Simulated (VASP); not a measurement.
Here is a VASP 6.6.1 calculation.

File INCAR:

```
  PREC = Accurate
  ENCUT = 520
  EDIFF = 1E-6
  ISMEAR = -1
  SIGMA = 0.05
  LREAL = False
  LASPH = True
  NELM = 150
  ALGO = Normal
  ISIF = 2
  LWAVE = False
  LCHARG = True
  ISPIN = 2
  MAGMOM = 0 0.3
  LORBIT = 11
  NUPDOWN = 0.3
  LMAXMIX = 4
  GGA = CA
  LELF = True
  LVHAR = True
  NBANDS = 22
```

Contents of KPOINTS:

```
Automatic mesh
0
Gamma
  16 16 9
```

Contents of POSCAR:

```
ZnCu
1.0
    1.4880390000     -2.1212790000      0.0000000000
    1.4880390000      2.1212790000      0.0000000000
    0.0000000000      0.0000000000      4.1407460000
Zn Cu
1 1
Direct
    0.5000000000      0.5000000000      0.5000000000
    0.0000000000      0.0000000000      0.0000000000
```

Potentials or basis: VASP PAW LDA potentials, release 64 (Zn, Cu).

Run with:

```sh
$ cat potpaw_LDA.64/Zn/POTCAR potpaw_LDA.64/Cu/POTCAR > POTCAR
$ mpirun -np 1 vasp_std > vasp.out
```

(1) Estimate the pressure.

## Answers

(1) -10.6 GPa.

Caveat: the cell stands under tension; the total moment is fixed, so each spin has its own Fermi level.
